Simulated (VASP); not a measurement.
# C (P6/mmm) in VASP: notebook

The runs below take C through single point, with LDA.

Everything below comes from runs of VASP 6.6.1. Logs are shortened: lines on timing, memory, paths and dates and some standing lists are left out, and cuts for length are marked.

## Step 1: The cell of the first run

Symmetry: P6/mmm, No. 191, hexagonal system. Conventional cell: a = 2.503 Å, b = 2.503 Å, c = 7.501 Å, α = 90.00°, β = 90.00°, γ = 120.00°. Within 1.9 Å of C (site symmetry -6m2) lie 3 C at 1.45 Å.

## Step 2: Single point, LDA

INCAR reads:

```
PREC = Accurate
ENCUT = 520
EDIFF = 1E-6
ISMEAR = 0
SIGMA = 0.15
LREAL = F
LASPH = T
NELM = 100
ALGO = Normal
ISIF = 2
LWAVE = F
LCHARG = F
GGA = CA
NBANDS = 11
```

KPOINTS reads:

```
Automatic mesh
0
Gamma
  21 21 6
```

POSCAR reads:

```
C
1.0
    2.5033000000      0.0000000000      0.0000000000
   -1.2516500000      2.1679213933      0.0000000000
    0.0000000000      0.0000000000      7.5011000000
C
2
Direct
    0.3333333333      0.6666666667      0.0000000000
    0.6666666667      0.3333333333      0.0000000000
```

Potentials or basis: VASP PAW LDA potentials, release 64 (C).

On the command line:

```sh
$ cat potpaw_LDA.64/C/POTCAR > POTCAR
$ mpirun -np 1 vasp_std > vasp.out
```

OUTCAR:

```text
PREC = Accurate
   ENCUT = 520
   EDIFF = 1E-6
   ISMEAR = 0
   LREAL = F
   LASPH = T
   NELM = 100
   ISIF = 2
   GGA = CA

 ion  position               nearest neighbor table
   1  0.333  0.667  0.000-   2 1.45   2 1.45   2 1.45
   2  0.667  0.333  0.000-   1 1.45   1 1.45   1 1.45

  LATTYP: Found a hexagonal cell.
 ALAT       =     2.5033000000
 C/A-ratio  =     2.9964846403

  Lattice vectors:

 A1 = (   2.5033000000,   0.0000000000,   0.0000000000)
 A2 = (  -1.2516500000,   2.1679213933,   0.0000000000)
 A3 = (   0.0000000000,   0.0000000000,   7.5011000000)

Analysis of symmetry for initial positions (statically):
=====================================================================
 Subroutine PRICEL returns:
 Original cell was already a primitive cell.

 Routine SETGRP: Setting up the symmetry group for a
 hexagonal supercell.

 Subroutine GETGRP returns: Found 24 space group operations
 (whereof 24 operations were pure point group operations)
 out of a pool of 24 trial point group operations.

The static configuration has the point symmetry D_6h.

Analysis of symmetry for dynamics (positions and initial velocities):
=====================================================================
 Subroutine PRICEL returns:
 Original cell was already a primitive cell.

 Routine SETGRP: Setting up the symmetry group for a
 hexagonal supercell.

 Subroutine GETGRP returns: Found 24 space group operations
 (whereof 24 operations were pure point group operations)
 out of a pool of 24 trial point group operations.

The dynamic configuration has the point symmetry D_6h.

 Subroutine INISYM returns: Found 24 space group operations
 (whereof 24 operations are pure point group operations),
 and found     1 'primitive' translations

----------------------------------------------------------------------------------------

                                     Primitive cell

  volume of cell :      40.7082

  direct lattice vectors                    reciprocal lattice vectors
     2.503300000  0.000000000  0.000000000     0.399472696  0.230635669  0.000000000
    -1.251650000  2.167921393  0.000000000     0.000000000  0.461271337  0.000000000
     0.000000000  0.000000000  7.501100000     0.000000000  0.000000000  0.133313781

  length of vectors
     2.503300000  2.503300000  7.501100000     0.461271337  0.461271337  0.133313781

[... 87 lines left out ...]
   ISYM   =      2    0-nonsym 1-usesym 2-fastsym
   POTIM  = 0.5000    time-step for ionic-motion
   TEBEG  =    0.0;   TEEND  =   0.0 temperature during run
   PSTRESS=    0.0 pullay stress
   NELECT =       8.0000    total number of electrons
   NUPDOWN=      -1.0000    fix difference up-down
   EMIN   =  10.00;   EMAX   =-10.00  energy-range for DOS
   EFERMI =   0.00;   METHOD = LEGACY
   ISMEAR =     0;   SIGMA  =   0.15  broadening in eV -4-tet -1-fermi 0-gaus
   EFERMI_NEDOS =   21; number of points for ismear=-14 and -15
   IALGO  =     38    algorithm
   IMIX   =      4    mixing-type and parameters
     AMIX     =   0.40;   BMIX     =  1.00
     AMIX_MAG =   1.60;   BMIX_MAG =  1.00
  volume/ion in A,a.u.               =      20.35       137.36
  Fermi-wavevector in a.u.,A,eV,Ry     =   0.951797  1.798636 12.325758  0.905918
  Thomas-Fermi vector in A             =   2.080301
   LORBIT       =      0    0 simple, 1 ext, 2 COOP (PROOUT), +10 PAW based schemes
   GGA     = CA    functional components
   LHFCALC =     F    Hartree Fock is set to
   AEXX    =    0.0000 exact exchange contribution
   IVDW    =     0    specifies the selected vdW correction
   LEPSILON=     F    determine dielectric tensor
   LRPA    =     F    only Hartree local field effects (RPA)
 non-spin polarized calculation
 Gauss-broadening in eV      SIGMA  =   0.15
  energy-cutoff  :      520.00
  volume of cell :       40.71
 maximum number of plane-waves:      1120
 NGX is ok and might be reduce to    20
   NGX =  9   NGY =  9   NGZ = 27

 number of electron       8.0000001 magnetization

 Free energy of the ion-electron system (eV)
  ---------------------------------------------------
  ext. energy  EPLUGINS =         0.00000000
  ---------------------------------------------------
  free energy    TOTEN  =       -20.10674207 eV

  energy without entropy =      -20.10597447  energy(sigma->0) =      -20.10635827

 E-fermi :  -0.6393     XC(G=0):  -5.7163

 val. band max:       -0.6395076015   @ k =   0.3333   0.3333   0.3333
 cond. band min:      -0.6392005295   @ k =   0.3333   0.3333   0.1667
 fundamental gap:      0.0003070720
 Fermi energy:        -0.6393473052

 k-point     1 :       0.0000    0.0000    0.0000
  band No.  band energies     occupation
      1     -19.5831      2.00000
      2      -7.9789      2.00000
      3      -3.6909      2.00000
      4      -3.6909      2.00000
      5       2.5221      0.00000
      6       5.7310      0.00000
      7       7.3235      0.00000
      8       7.3235      0.00000
      9       7.8911      0.00000
     10      10.1536      0.00000
     11      11.1435      0.00000
[... 309 lines left out ...]
 k-point    24 :       0.1905    0.0952    0.0000
  band No.  band energies     occupation
      1     -18.1428      2.00000
      2      -7.6597      2.00000
      3      -6.2830      2.00000
      4      -6.0581      2.00000
      5       4.4917      0.00000
      6       6.2841      0.00000
      7       7.5808      0.00000
      8       7.8680      0.00000
      9       9.8079      0.00000
     10      10.7662      0.00000
     11      14.5409      0.00000

 [... further k-points ...]

------------------------ aborting loop because EDIFF is reached ----------------------------------------

  FORCE on cell =-STRESS in cart. coord.  units (eV):
  Direction    XX          YY          ZZ          XY          YZ          ZX
  --------------------------------------------------------------------------------------
  -------------------------------------------------------------------------------------
  Total       -3.0167516     -3.0167516     -0.0126407     -0.0000000     -0.0000000      0.0000000
  in kB     -118.7322632   -118.7322632     -0.4975091     -0.0000000     -0.0000000      0.0000000
  external PRESSURE =     -79.3206785 kB  Pullay stress =       0.0000000 kB

 VOLUME and BASIS-vectors are now :
 -----------------------------------------------------------------------------
  energy-cutoff  :      520.00
  volume of cell :       40.71
      direct lattice vectors                 reciprocal lattice vectors
     2.503300000  0.000000000  0.000000000     0.399472696  0.230635669  0.000000000
    -1.251650000  2.167921393  0.000000000     0.000000000  0.461271337  0.000000000
     0.000000000  0.000000000  7.501100000     0.000000000  0.000000000  0.133313781

 POSITION                                       TOTAL-FORCE (eV/Angst)
 -----------------------------------------------------------------------------------
     -0.00000      1.44528      0.00000        -0.000000      0.000000     -0.000000
      1.25165      0.72264      0.00000         0.000000      0.000000      0.000000
 -----------------------------------------------------------------------------------
    total drift:                                0.000000     -0.000000     -0.000000

  FREE ENERGIE OF THE ION-ELECTRON SYSTEM (eV)
  ---------------------------------------------------
  free  energy   TOTEN  =       -20.1067420731 eV

  energy  without entropy=      -20.1059744697  energy(sigma->0) =      -20.10635827
```

OSZICAR:

```text
N       E                     dE             d eps       ncg     rms          rms(c)
DAV:   1     0.181745607277E+02    0.18175E+02   -0.37092E+03  4240   0.587E+02
DAV:   2    -0.197294102608E+02   -0.37904E+02   -0.36120E+02  5698   0.128E+02
DAV:   3    -0.213461216106E+02   -0.16167E+01   -0.16101E+01  5341   0.251E+01
DAV:   4    -0.213617601587E+02   -0.15639E-01   -0.15632E-01  5485   0.311E+00
DAV:   5    -0.213618837576E+02   -0.12360E-03   -0.12359E-03  5282   0.246E-01    0.611E+00
DAV:   6    -0.204469319577E+02    0.91495E+00   -0.75125E-01  4950   0.494E+00    0.349E+00
DAV:   7    -0.201104898680E+02    0.33644E+00   -0.96072E-01  5074   0.549E+00    0.845E-01
DAV:   8    -0.201053904539E+02    0.50994E-02   -0.24945E-02  4991   0.974E-01    0.124E-01
DAV:   9    -0.201045946562E+02    0.79580E-03   -0.95879E-04  5229   0.177E-01    0.999E-02
DAV:  10    -0.201062327007E+02   -0.16380E-02   -0.27495E-03  4518   0.220E-01    0.692E-02
DAV:  11    -0.201064763804E+02   -0.24368E-03   -0.53690E-05  4622   0.451E-02    0.242E-02
DAV:  12    -0.201067254323E+02   -0.24905E-03   -0.44653E-05  4404   0.327E-02    0.853E-03
DAV:  13    -0.201067366111E+02   -0.11179E-04   -0.69172E-07  4872   0.493E-03    0.158E-03
DAV:  14    -0.201067420631E+02   -0.54519E-05   -0.77366E-07  4424   0.322E-03    0.267E-04
DAV:  15    -0.201067420731E+02   -0.99625E-08   -0.23147E-09  5015   0.357E-04
   1 F= -.20106742E+02 E0= -.20106358E+02  d E =-.767603E-03
```

Wall time 2 min (1 thread of Intel Xeon 8259CL, shared host); peak memory 0.18 GiB.

What came out:

| Property | Result |
| --- | --- |
| Free energy | -20.1067 eV |
| Pressure | -7.9 GPa |
| Band gap on the k mesh | zero (filled and empty bands touch) |

Stress tensor (GPa, compression positive):
```
-11.87   0.00   0.00
  0.00 -11.87   0.00
  0.00   0.00  -0.05
```

## Step 3: Single point, LDA

This run uses another cell than the first one, of 20.59 Å³/atom, 1.012 times its volume.

INCAR reads:

```
PREC = Accurate
ENCUT = 520
EDIFF = 1E-6
ISMEAR = 0
SIGMA = 0.15
LREAL = False
LASPH = True
NELM = 100
ALGO = Normal
ISIF = 2
LWAVE = False
LCHARG = False
NBANDS = 11
```

KPOINTS is that of step 2.

POSCAR reads:

```
C
1.0
    2.5180000000      0.0000000000      0.0000000000
   -1.2590000000      2.1806519667      0.0000000000
    0.0000000000      0.0000000000      7.5011000000
C
2
Direct
    0.3333333333      0.6666666667      0.0000000000
    0.6666666667      0.3333333333      0.0000000000
```

Potentials or basis: VASP PAW LDA potentials, release 64 (C).

On the command line:

```sh
$ cat potpaw_LDA.64/C/POTCAR > POTCAR
$ mpirun -np 1 vasp_std > vasp.out
```

Run time: 2.1 min. Hardware: 1 thread of Intel Xeon 8259CL, shared host; peak memory 0.18 GiB.

The run converged. Its results:

```
Free energy            : -20.0674 eV
Pressure               : -9.7 GPa
Band gap on the k mesh : zero (filled and empty bands touch)
```

Stress tensor (GPa, compression positive):
```
-14.56   0.00   0.00
  0.00 -14.56   0.00
  0.00   0.00  -0.05
```

Levels at points of the mesh, in eV from the Fermi level:
| k point | band 1 | band 2 | band 3 | band 4 | band 5 | band 6 | band 7 | band 8 | band 9 |
| --- | --- | --- | --- | --- | --- | --- | --- | --- | --- |
| (0.00, 0.00, 0.00) | -18.81 | -7.23 | -3.06 | -3.06 | 3.21 | 6.42 | 7.85 | 7.85 | 8.59 |
| (0.00, 0.00, 0.50) | -18.81 | -7.23 | -3.06 | -3.06 | 4.24 | 4.31 | 7.85 | 7.85 | 10.59 |

## Step 4: Single point, LDA

This run uses another cell than the first one, of 20.96 Å³/atom, 1.030 times its volume.

INCAR reads:

```
ALGO     = Normal         # electronic algorithm
EDIFF    = 1E-6           # SCF threshold, eV
ENCUT    = 520            # plane-wave cutoff, eV
GGA      = CA             # functional
ISIF     = 2              # what is computed and relaxed
ISMEAR   = 0              # smearing method
LASPH    = True           # aspherical terms in the spheres
LCHARG   = False          # write CHGCAR
LREAL    = False          # projectors in reciprocal space
LWAVE    = False          # write WAVECAR
NBANDS   = 11             # bands
NELM     = 60             # most SCF steps
PREC     = Accurate       # precision mode
SIGMA    = 0.15           # smearing width, eV
```

KPOINTS reads:

```
k-points
0
Gamma
  21 21 6
```

POSCAR reads:

```
C
1.0
    2.4446687612      0.0000000000      0.0000000000
   -1.2223343806      2.1171452510      0.0000000000
    0.0000000000      0.0000000000      8.0977000000
C
2
Direct
    0.3333333333      0.6666666667      0.0000000000
    0.6666666667      0.3333333333      0.0000000000
```

On the command line:

```sh
$ cat potpaw_LDA.64/C/POTCAR > POTCAR
$ mpirun -np 1 vasp_std > vasp.out
```

Wall time 2 min (1 thread of Intel Xeon 8259CL, shared host); peak memory 0.18 GiB.

Results (log left out):

```yaml
Free_energy: -20.1754 eV
Band_gap_on_the_k_mesh: zero (filled and empty bands touch)
```

Levels at points of the mesh, in eV from the Fermi level:
| k point | band 2 | band 3 | band 4 | band 5 | band 6 | band 7 |
| --- | --- | --- | --- | --- | --- | --- |
| (0.00, 0.00, 0.00) | -7.82 | -3.03 | -3.03 | 3.04 | 5.69 | 7.49 |
| (0.00, 0.00, 0.50) | -7.82 | -3.03 | -3.03 | 3.81 | 4.00 | 8.43 |

## Step 5: Overview

| cell | gap on the mesh (eV) | pressure (GPa) |
| --- | --- | --- |
| a = 2.503, b = 2.503, c = 7.501 Å, angles 90.0, 90.0, 120.0°, 2 atoms | none | -7.9 |
| a = 2.518, b = 2.518, c = 7.501 Å, angles 90.0, 90.0, 120.0°, 2 atoms | none | -9.7 |
| a = 2.445, b = 2.445, c = 8.098 Å, angles 90.0, 90.0, 120.0°, 2 atoms | none | - |

Alike in all rows: task single point; level LDA; potentials or basis VASP PAW LDA potentials, release 64 (C); no spin polarisation; k mesh 21 × 21 × 6; cutoff (eV) 520; smearing gaussian 0.15 eV.

Total energies depend on the potentials used, so only differences within one code and one set of settings carry meaning.
